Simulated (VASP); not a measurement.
K:

```
K
1.0
    -2.69756    2.69756    2.69756
     2.69756   -2.69756    2.69756
     2.69756    2.69756   -2.69756
K
1
Cartesian
  0.0000 0.0000 0.0000
```

```yaml
Program: VASP 6.6.1
Task: relaxation of cell and atoms
Functional: PBEsol
Potentials_or_basis: VASP PAW PBE potentials, release 64 (K_sv)
Cutoff: 600 eV
k_mesh: 7 × 7 × 7
Occupations: fermi-dirac, width 0.05 eV
Spin: no spin polarisation
```

At the start: pressure -0.3 GPa; volume 78.52 Å³/atom.

Task: How do energy, volume and symmetry change on relaxing?

Result: Over 5 steps the energy falls by 8.2 meV/atom and the volume is 70.97 Å³/atom (-9.6 %); space group Im-3m (No. 229, to 0.05 Å).

The path:
| step | energy change (eV) | largest force (eV/Å) | pressure (GPa) | volume (Å³) |
| --- | --- | --- | --- | --- |
| 1 | 0.0000 | 0.0000 | -0.31 | 78.52 |
| 2 | -0.0031 | 0.0000 | -0.25 | 76.78 |
| 3 | -0.0068 | 0.0000 | -0.14 | 73.85 |
| 4 | -0.0070 | 0.0000 | 0.15 | 68.20 |
| 5 | -0.0082 | 0.0000 | -0.01 | 70.97 |

Final structure:
```
K
1.0
    -2.60823    2.60823    2.60823
     2.60823   -2.60823    2.60823
     2.60823    2.60823   -2.60823
K
1
Direct
  0.00000 0.00000 0.00000
```

Caveat: the PAW data sets were made with another functional, which shifts forces and pressure a little.
